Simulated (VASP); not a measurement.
# La2O3 in VASP: notebook

The runs below take La2O3 through relaxation of cell and atoms, single point, with LDA, PBEsol, r2SCAN.

Program: VASP 6.6.1. These are calculated values, not measurements. Logs are shortened: lines on timing, memory, paths and dates and some standing lists are left out, and cuts for length are marked.

## (1) The cell of the first run

It takes space group P321 (No. 150, trigonal). The conventional cell has a = 6.370 Å, b = 6.370 Å, c = 3.290 Å, α = 90.00°, β = 90.00°, γ = 120.00°. Within 3.3 Å of La (site symmetry 3) lie 6 O at 2.46 to 2.47 Å and 2 La at 3.29 Å. O (site symmetry 2) has 4 La at 2.46 to 2.47 Å and 6 O at 3.19 to 3.29 Å within 3.3 Å.

## (2) Relaxation of cell and atoms, LDA

File INCAR:

```
PREC = Accurate
ENCUT = 600
EDIFF = 1E-6
ISMEAR = -1
SIGMA = 0.05
LREAL = F
LASPH = T
NELM = 80
ALGO = Normal
ISIF = 3
LWAVE = F
LCHARG = F
IBRION = 2
NSW = 80
EDIFFG = -0.02
```

File KPOINTS:

```
regular mesh
0
Gamma
  4 4 6
```

File POSCAR:

```
La2O3
1.0
    6.3702727145      0.0000000000      0.0000000000
   -3.1851363572      5.5168179998      0.0000000000
    0.0000000000      0.0000000000      3.2898942108
La O
2 3
Direct
    0.6666666667      0.3333333333      0.4981030000
    0.3333333333      0.6666666667      0.5018970000
    0.5046070000      0.0000000000      0.0000000000
    0.0000000000      0.5046070000      0.0000000000
    0.4953930000      0.4953930000      0.0000000000
```

Potentials or basis: VASP PAW LDA potentials, release 64 (La, O).

The run is started by

```sh
cat potpaw_LDA.64/La/POTCAR potpaw_LDA.64/O/POTCAR > POTCAR
mpirun -np 1 vasp_std > vasp.out
```

OUTCAR:

```text
PREC = Accurate
   ENCUT = 600
   EDIFF = 1E-6
   ISMEAR = -1
   LREAL = F
   LASPH = T
   NELM = 80
   ISIF = 3
   IBRION = 2
   NSW = 80
   EDIFFG = -0.02

 ion  position               nearest neighbor table
   1  0.667  0.333  0.498-   3 2.46   4 2.46   5 2.46   3 2.47   4 2.47   5 2.47   2 3.68   2 3.68
                             2 3.68
   2  0.333  0.667  0.502-   4 2.46   3 2.46   5 2.46   4 2.47   3 2.47   5 2.47   1 3.68   1 3.68
                             1 3.68
   3  0.505  0.000  0.000-   1 2.46   2 2.46   1 2.47   2 2.47
   4  0.000  0.505  0.000-   2 2.46   1 2.46   2 2.47   1 2.47
   5  0.495  0.495  0.000-   2 2.46   1 2.46   2 2.47   1 2.47

  LATTYP: Found a hexagonal cell.
 ALAT       =     6.3702727145
 C/A-ratio  =     0.5164447989

  Lattice vectors:

 A1 = (   6.3702727145,   0.0000000000,   0.0000000000)
 A2 = (  -3.1851363572,   5.5168179998,   0.0000000000)
 A3 = (   0.0000000000,   0.0000000000,   3.2898942108)

Analysis of symmetry for initial positions (statically):
=====================================================================
 Subroutine PRICEL returns:
 Original cell was already a primitive cell.

 Routine SETGRP: Setting up the symmetry group for a
 hexagonal supercell.

 Subroutine GETGRP returns: Found  6 space group operations
 (whereof  6 operations were pure point group operations)
 out of a pool of 24 trial point group operations.

The static configuration has the point symmetry D_3 .

Analysis of symmetry for dynamics (positions and initial velocities):
=====================================================================
 Subroutine PRICEL returns:
 Original cell was already a primitive cell.

 Routine SETGRP: Setting up the symmetry group for a
 hexagonal supercell.

 Subroutine GETGRP returns: Found  6 space group operations
 (whereof  6 operations were pure point group operations)
 out of a pool of 24 trial point group operations.

The dynamic configuration has the point symmetry D_3 .

 Subroutine INISYM returns: Found  6 space group operations
 (whereof  6 operations are pure point group operations),
 and found     1 'primitive' translations

----------------------------------------------------------------------------------------

                                     Primitive cell

  volume of cell :     115.6188

  direct lattice vectors                    reciprocal lattice vectors
     6.370272715  0.000000000  0.000000000     0.156979151  0.090631955  0.000000000
    -3.185136357  5.516818000  0.000000000     0.000000000  0.181263910  0.000000000
     0.000000000  0.000000000  3.289894211     0.000000000  0.000000000  0.303961142

  length of vectors
     6.370272715  6.370272714  3.289894211     0.181263910  0.181263910  0.303961142

  position of ions in fractional coordinates (direct lattice)
     0.666666667  0.333333333  0.498103000
     0.333333333  0.666666667  0.501897000
     0.504607000  0.000000000  0.000000000
     0.000000000  0.504607000  0.000000000
     0.495393000  0.495393000  0.000000000

  ion indices of the primitive-cell ions
   primitive index   ion index
                 1           1
                 2           2
                 3           3
                 4           4
                 5           5

----------------------------------------------------------------------------------------

 KPOINTS: regular mesh

Automatic generation of k-mesh.
 Grid dimensions read from file:
 generate k-points for:    4    4    6

 Generating k-lattice:

  Cartesian coordinates                     Fractional coordinates (reciprocal lattice)
     0.039244788  0.022657989  0.000000000     0.250000000  0.000000000  0.000000000
     0.000000000  0.045315977  0.000000000     0.000000000  0.250000000  0.000000000
     0.000000000  0.000000000  0.050660190     0.000000000  0.000000000  0.166666667

  Length of vectors
     0.045315977  0.045315977  0.050660190

  Shift w.r.t. Gamma in fractional coordinates (k-lattice)
     0.000000000  0.000000000  0.000000000

 Subroutine IBZKPT returns following result:
 ===========================================

 Found     18 irreducible k-points:

 Following reciprocal coordinates:
            Coordinates               Weight
  0.000000  0.000000  0.000000      1.000000
  0.250000 -0.000000  0.000000      6.000000
  0.500000 -0.000000  0.000000      3.000000
  0.250000  0.250000  0.000000      6.000000
  0.000000  0.000000  0.166667      2.000000
  0.250000 -0.000000  0.166667      6.000000
[... 10 lines left out ...]
  0.500000 -0.000000  0.500000      3.000000
  0.250000  0.250000  0.500000      6.000000
   k-points           NKPTS =     18   k-points in BZ     NKDIM =     18   number of bands    NBANDS=     24
   number of dos      NEDOS =    301   number of ions     NIONS =      5
   total plane-waves  NPLWV =  81648
   dimension x,y,z NGX =    54 NGY =   54 NGZ =   28
   dimension x,y,z NGXF=   108 NGYF=  108 NGZF=   56
   ions per type =               2   3
   NGX,Y,Z   is equivalent  to a cutoff of  14.09, 14.09, 14.15 a.u.
   NGXF,Y,Z  is equivalent  to a cutoff of  28.18, 28.18, 28.30 a.u.
 SYSTEM =  unknown system
   PREC   = accura    normal or accurate (medium, high low for compatibility)
   ISTART =      0    job   : 0-new  1-cont  2-samecut
   ICHARG =      2    charge: 1-file 2-atom 10-const
   ISPIN  =      1    spin polarized calculation?
   LNONCOLLINEAR =      F non collinear calculations
   LSORBIT =      F    spin-orbit coupling
   LASPH  =      T    aspherical Exc in radial PAW
   ENCUT  =  600.0 eV  44.10 Ry    6.64 a.u.  12.72 12.72  6.57*2*pi/ulx,y,z
   NELM   =     80;   NELMIN=  2; NELMDL= -5     # of ELM steps
   EDIFF  = 0.1E-05   stopping-criterion for ELM
   LREAL  =      F    real-space projection
   EDIFFG = -.2E-01   stopping-criterion for IOM
   NSW    =     80    number of steps for IOM
   IBRION =      2    ionic relax: 0-MD 1-quasi-New 2-CG
   NFREE  =      1    steps in history (QN), initial steepest desc. (CG)
   ISIF   =      3    stress and relaxation
   ISYM   =      2    0-nonsym 1-usesym 2-fastsym
   POTIM  = 0.5000    time-step for ionic-motion
   TEBEG  =    0.0;   TEEND  =   0.0 temperature during run
   PSTRESS=    0.0 pullay stress
   NELECT =      40.0000    total number of electrons
   NUPDOWN=      -1.0000    fix difference up-down
   EMIN   =  10.00;   EMAX   =-10.00  energy-range for DOS
   EFERMI =   0.00;   METHOD = LEGACY
   ISMEAR =    -1;   SIGMA  =   0.05  broadening in eV -4-tet -1-fermi 0-gaus
   EFERMI_NEDOS =   21; number of points for ismear=-14 and -15
   IALGO  =     38    algorithm
   IMIX   =      4    mixing-type and parameters
     AMIX     =   0.40;   BMIX     =  1.00
     AMIX_MAG =   1.60;   BMIX_MAG =  1.00
  volume/ion in A,a.u.               =      23.12       156.05
  Fermi-wavevector in a.u.,A,eV,Ry     =   1.149261  2.171788 17.970583  1.320801
  Thomas-Fermi vector in A             =   2.285931
   LORBIT       =      0    0 simple, 1 ext, 2 COOP (PROOUT), +10 PAW based schemes
   GGA     = CA    functional components
   LHFCALC =     F    Hartree Fock is set to
   AEXX    =    0.0000 exact exchange contribution
   IVDW    =     0    specifies the selected vdW correction
   LEPSILON=     F    determine dielectric tensor
   LRPA    =     F    only Hartree local field effects (RPA)
 conjugate gradient relaxation of ions
 non-spin polarized calculation
  energy-cutoff  :      600.00
  volume of cell :      115.62
 maximum number of plane-waves:      3888
 NGX is ok and might be reduce to    54
   NGX = 25   NGY = 25   NGZ = 13

--------------------------------------- Ionic step        1  -------------------------------------------

 number of electron      40.0000005 magnetization

 Free energy of the ion-electron system (eV)
  ---------------------------------------------------
  ext. energy  EPLUGINS =         0.00000000
  ---------------------------------------------------
  free energy    TOTEN  =       -44.34800095 eV

  energy without entropy =      -44.34800094  energy(sigma->0) =      -44.34800094

------------------------ aborting loop because EDIFF is reached ----------------------------------------

  FORCE on cell =-STRESS in cart. coord.  units (eV):
  Direction    XX          YY          ZZ          XY          YZ          ZX
  --------------------------------------------------------------------------------------
  -------------------------------------------------------------------------------------
  Total       -3.2413450     -3.2413450     -5.0624751     -0.0000000      0.0000000     -0.0000000
  in kB      -44.9166359    -44.9166359    -70.1527773     -0.0000000      0.0000000     -0.0000000
  external PRESSURE =     -53.3286831 kB  Pullay stress =       0.0000000 kB
[... 98 lines left out ...]
  FREE ENERGIE OF THE ION-ELECTRON SYSTEM (eV)
  ---------------------------------------------------
  free  energy   TOTEN  =       -44.4556169056 eV

  energy  without entropy=      -44.4556167485  energy(sigma->0) =      -44.45561683

[... ionic steps 4 to 10 ...]

--------------------------------------- Ionic step       11  -------------------------------------------

 number of electron      40.0000001 magnetization

------------------------ aborting loop because EDIFF is reached ----------------------------------------

  FORCE on cell =-STRESS in cart. coord.  units (eV):
  Direction    XX          YY          ZZ          XY          YZ          ZX
  --------------------------------------------------------------------------------------
  -------------------------------------------------------------------------------------
  Total       -0.0789735     -0.0789735     -0.1980621     -0.0000000     -0.0000000     -0.0000000
  in kB       -1.1565227     -1.1565227     -2.9005069     -0.0000000     -0.0000000     -0.0000000
  external PRESSURE =      -1.7378508 kB  Pullay stress =       0.0000000 kB
[... 63 lines left out ...]
  energy  without entropy=      -44.4599296605  energy(sigma->0) =      -44.45992974

--------------------------------------- Ionic step       13  -------------------------------------------

 number of electron      40.0000004 magnetization

 Free energy of the ion-electron system (eV)
  ---------------------------------------------------
  ext. energy  EPLUGINS =         0.00000000
  ---------------------------------------------------
  free energy    TOTEN  =       -44.46025245 eV

  energy without entropy =      -44.46025228  energy(sigma->0) =      -44.46025236

 E-fermi :   4.0118     XC(G=0):  -8.9101

 val. band max:        3.4139595779   @ k =   0.0000   0.0000   0.5000
 cond. band min:       4.6095901554   @ k =   0.0000   0.0000   0.0000
 fundamental gap:      1.1956305774
 Fermi energy:         4.0118259299

 k-point     1 :       0.0000    0.0000    0.0000
  band No.  band energies     occupation
      1     -27.0232      2.00000
      2     -26.7728      2.00000
      3     -14.1850      2.00000
      4     -14.1850      2.00000
      5     -12.3163      2.00000
      6     -10.6020      2.00000
[... 507 lines left out ...]
  FREE ENERGIE OF THE ION-ELECTRON SYSTEM (eV)
  ---------------------------------------------------
  free  energy   TOTEN  =       -44.4602524513 eV

  energy  without entropy=      -44.4602522776  energy(sigma->0) =      -44.46025236

 reached required accuracy - stopping structural energy minimisation
```

Run time: 9.3 min. Hardware: 1 thread of Intel Xeon Platinum 8488C (Sapphire Rapids), shared host; peak memory 0.25 GiB.

Results:

- Free energy: -44.4603 eV
- Relaxed volume: 21.87 Å³/atom
- Relaxed cell: a = 6.253 Å, b = 6.253 Å, c = 3.230 Å, α = 90.00°, β = 90.00°, γ = 120.00°
- Space group after relaxing (to 0.1 Å): P6/mmm (No. 191)
- Energy gained by relaxing: 22.5 meV/atom
- Ionic steps: 13
- Pressure after relaxing: -0.1 GPa
- Largest force after relaxing: 0.013 eV/Å
- Band gap on the k mesh: 1.20 eV (least direct gap 1.82 eV)

Forces in eV/Å, atoms in the order of the input:
```
La   0.000  0.000 -0.009
La   0.000  0.000  0.009
O   -0.013  0.000  0.000
O    0.007 -0.011  0.000
O    0.007  0.011  0.000
```

Stress tensor (GPa, compression positive):
```
-0.11  0.00  0.00
 0.00 -0.11  0.00
 0.00  0.00 -0.02
```

Step by step:
```tsv
step	energy change (eV)	largest force (eV/Å)	pressure (GPa)	volume (Å³)
1	0.0000	0.0510	-5.33	115.62
2	0.0551	0.0316	7.67	103.20
3	-0.1076	0.0355	-0.24	109.83
4	-0.1076	0.0352	-0.13	109.71
5	-0.1111	0.0316	0.03	109.25
6	-0.1112	0.0311	0.05	109.17
7	-0.1112	0.0309	0.06	109.16
8	-0.1114	0.0297	-0.04	109.27
9	-0.1114	0.0276	-0.19	109.41
10	-0.1115	0.0265	-0.19	109.41
11	-0.1117	0.0245	-0.17	109.41
12	-0.1119	0.0207	-0.14	109.39
13	-0.1123	0.0132	-0.08	109.36
```

Final structure:
```
La O
1.0
     6.25257    0.00000    0.00000
    -3.12629    5.41489    0.00000
     0.00000    0.00000    3.23020
La O
2 3
Cartesian
  3.1263 1.8050 1.6176
  0.0000 3.6099 1.6126
  3.1370 0.0000 3.2302
  -1.5685 2.7167 3.2302
  1.5578 2.6982 0.0000
```

Levels at points of the mesh, in eV from the valence-band top:
| k point | band 18 | band 19 | band 20 | band 21 | band 22 | band 23 |
| --- | --- | --- | --- | --- | --- | --- |
| (0.00, 0.00, 0.00) | -1.18 | -0.99 | -0.62 | 1.20 | 3.19 | 3.80 |
| (0.50, 0.00, 0.00) | -1.48 | -1.29 | -1.13 | 2.39 | 3.22 | 4.08 |
| (0.00, 0.00, 0.50) | -1.48 | -0.55 | 0.00 | 4.14 | 4.16 | 4.24 |
| (0.50, 0.00, 0.50) | -1.67 | -0.93 | -0.78 | 4.15 | 4.23 | 4.28 |

Caveat: spin-orbit coupling is left out, which moves the levels of the heavy elements.

## (3) Single point, LDA

This run uses another cell than the first one, of 21.89 Å³/atom.

File INCAR:

```
PREC = Accurate
ENCUT = 520
EDIFF = 1E-6
ISMEAR = -1
SIGMA = 0.05
LREAL = F
LASPH = T
NELM = 100
ALGO = Normal
ISIF = 2
LWAVE = F
LCHARG = T
GGA = CA
LELF = T
LVHAR = T
NBANDS = 28
```

File KPOINTS:

```
regular mesh
0
Gamma
  5 5 8
```

File POSCAR:

```
La2O3
1.0
    6.2541246094      0.0000000000      0.0000000000
   -3.1270623047      5.4162307902      0.0000000000
    0.0000000000      0.0000000000      3.2310552839
La O
2 3
Direct
    0.6666666667      0.3333333333      0.4999897353
    0.3333333333      0.6666666667      0.5000102647
    0.4999896476      0.0000000000      0.0000000000
    0.0000000000      0.4999896476      0.0000000000
    0.5000103524      0.5000103524      0.0000000000
```

Potentials or basis: VASP PAW LDA potentials, release 64 (La, O).

The run is started by

```sh
cat potpaw_LDA.64/La/POTCAR potpaw_LDA.64/O/POTCAR > POTCAR
mpirun -np 1 vasp_std > vasp.out
```

It took 99 s on 1 thread of Intel Xeon Platinum 8488C (Sapphire Rapids), shared host; peak memory 0.24 GiB.

The run converged. Its results:

| Quantity | Value |
| --- | --- |
| Free energy | -44.4458 eV |
| Pressure | 0.0 GPa |
| Band gap on the k mesh | 1.20 eV (least direct gap 1.82 eV) |

Levels at points of the mesh, in eV from the valence-band top:
```
           k point  band 18  band 19  band 20  band 21  band 22  band 23
(0.00, 0.00, 0.00)    -1.18    -0.98    -0.62     1.20     3.19     3.80
(0.00, 0.00, 0.50)    -1.47    -0.55     0.00     4.14     4.16     4.24
```

Caveat: spin-orbit coupling is left out, which moves the levels of the heavy elements; an odd mesh through Γ misses points on the zone boundary, where band edges can lie.

## (4) Single point, PBEsol

This run uses another cell than the first one, of 22.38 Å³/atom.

File INCAR:

```
SYSTEM = La2O3
PREC = Accurate ; ENCUT = 520
EDIFF = 1E-6 ; ISMEAR = -1
SIGMA = 0.05 ; LREAL = .FALSE.
LASPH = .TRUE. ; NELM = 80
ALGO = Normal ; ISIF = 2
LWAVE = .FALSE. ; LCHARG = .FALSE.
GGA = PS ; NBANDS = 28
```

File KPOINTS:

```
regular mesh
0
G
  5 5 8
  0 0 0
```

File POSCAR:

```
La2O3
1.0
    6.3030976532      0.0000000000      0.0000000000
   -3.1515488266      5.4586426903      0.0000000000
    0.0000000000      0.0000000000      3.2519456385
La O
2 3
Direct
    0.6666666667      0.3333333333      0.5000036002
    0.3333333333      0.6666666667      0.4999963998
    0.5000004672      0.0000000000      0.0000000000
    0.0000000000      0.5000004672      0.0000000000
    0.4999995328      0.4999995328      0.0000000000
```

Potentials or basis: VASP PAW PBE potentials, release 64 (La, O).

The run is started by

```sh
cat potpaw_PBE.64/La/POTCAR potpaw_PBE.64/O/POTCAR > POTCAR
mpirun -np 1 vasp_std > vasp.out
```

It took 1.7 min on 1 thread of Intel Xeon Platinum 8488C (Sapphire Rapids), shared host; peak memory 0.28 GiB.

The run converged. Its results:

```
Free energy            : -42.4657 eV
Pressure               : -0.2 GPa
Band gap on the k mesh : 1.39 eV (least direct gap 1.93 eV)
```

Levels at points of the mesh, in eV from the valence-band top:
```tsv
k point	band 16	band 17	band 18	band 19	band 20	band 21	band 22	band 23	band 24	band 25
(0.00, 0.00, 0.00)	-2.07	-1.08	-1.08	-0.84	-0.54	1.39	3.44	3.97	3.97	4.88
(0.00, 0.00, 0.50)	-1.59	-1.31	-1.31	-0.43	0.00	4.36	4.39	4.43	4.43	4.45
```

Caveat: the PAW data sets were made with another functional, which shifts forces and pressure a little; spin-orbit coupling is left out, which moves the levels of the heavy elements; an odd mesh through Γ misses points on the zone boundary, where band edges can lie.

## (5) Single point, r2SCAN

This run uses another cell than the first one, of 22.93 Å³/atom.

File POSCAR:

```
La2O3
1.0
    6.3546273393      0.0000000000      0.0000000000
   -3.1773136696      5.5032687075      0.0000000000
    0.0000000000      0.0000000000      3.2787452671
La O
2 3
Direct
    0.6666666667      0.3333333333      0.4999324933
    0.3333333333      0.6666666667      0.5000675067
    0.5001195477      0.0000000000      0.0000000000
    0.0000000000      0.5001195477      0.0000000000
    0.4998804523      0.4998804523      0.0000000000
```

File INCAR.step1:

```
SYSTEM = La2O3
  PREC = Accurate
  ENCUT = 520
  ISMEAR = -1
  SIGMA = 0.05
  LREAL = .FALSE.
  LASPH = .TRUE.
  NELM = 80
  NBANDS = 28
  GGA = PE
  ALGO = Normal
  EDIFF = 1E-4
  LWAVE = .TRUE.
  LCHARG = .FALSE.
```

File INCAR.step2:

```
SYSTEM = La2O3
  PREC = Accurate
  ENCUT = 520
  EDIFF = 1E-6
  ISMEAR = -1
  SIGMA = 0.05
  LREAL = .FALSE.
  LASPH = .TRUE.
  NELM = 80
  ALGO = Normal
  ISIF = 2
  LWAVE = .FALSE.
  LCHARG = .TRUE.
  METAGGA = R2SCAN
  LMIXTAU = .TRUE.
  LELF = .TRUE.
  LVHAR = .TRUE.
  NBANDS = 28
  ISTART = 1
```

KPOINTS is that of step 4.

The run is started by

```sh
cat potpaw_PBE.64/La/POTCAR potpaw_PBE.64/O/POTCAR > POTCAR
cp INCAR.step1 INCAR
mpirun -np 1 vasp_std > vasp.out
cp INCAR.step2 INCAR
mpirun -np 1 vasp_std > vasp.out
```

It took 5.3 min on 1 thread of Intel Xeon Platinum 8488C (Sapphire Rapids), shared host; peak memory 0.3 GiB.

Results (log left out):

- Free energy: -94.7434 eV
- Pressure: -0.3 GPa
- Band gap on the k mesh: 1.95 eV (least direct gap 2.43 eV)

Stress tensor (GPa, compression positive):
```
-0.29  0.00  0.00
 0.00 -0.29  0.00
 0.00  0.00 -0.42
```

Levels at points of the mesh, in eV from the valence-band top:
```tsv
k point	band 17	band 18	band 19	band 20	band 21	band 22	band 23	band 24
(0.00, 0.00, 0.00)	-1.00	-1.00	-0.72	-0.48	1.95	3.91	4.59	4.59
(0.00, 0.00, 0.50)	-1.19	-1.19	-0.33	0.00	4.83	4.91	4.91	4.91
```

Caveat: the PAW data sets were made with another functional, which shifts forces and pressure a little; spin-orbit coupling is left out, which moves the levels of the heavy elements; an odd mesh through Γ misses points on the zone boundary, where band edges can lie.

(Part 1 of 2 ends here.)
